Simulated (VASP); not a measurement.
Crystal: MgO.

```
CELL_PARAMETERS angstrom
0.00000 2.13515 2.13515
2.13515 0.00000 2.13515
2.13515 2.13515 0.00000
ATOMIC_POSITIONS crystal
Mg 0.00000 0.00000 0.00000
O 0.48244 0.48244 0.51756
```

This cell differs from its parent crystal: all O atoms moved +0.075 Å, as atom 2 towards its neighbour atom 1 (Mg) at 2.135 Å.

Base run:

| Quantity | Value |
| --- | --- |
| Program | VASP 6.6.1 |
| Functional | r2SCAN |
| Potentials or basis | VASP PAW PBE potentials, release 64 (Mg, O) |
| Cutoff | 520 eV |
| k mesh | 10 × 10 × 10 |
| Occupations | gaussian, width 0.05 eV |
| Spin | no spin polarisation |

Its results: band gap on the k mesh 5.20 eV, direct; pressure -7.7 GPa; largest force 0.351 eV/Å.

**Question.** The run is repeated on the same cell with these changes: potentials or basis from VASP PAW PBE potentials, release 64 (Mg, O) to VASP PAW PBE potentials, release 64 (Mg_sv, O); cutoff from 520 eV to 660 eV; further incar settings from ALGO = Normal; EDIFF = 1e-06; NBANDS = 11 to ALGO = Normal; EDIFF = 1e-06; NBANDS = 15; valence electrons from 8 to 16. What comes out?

**Answer.** Band gap on the k mesh 5.25 eV, direct; pressure -6.7 GPa; largest force 0.359 eV/Å.

Caveats: the PAW data sets were made with another functional, which shifts forces and pressure a little.

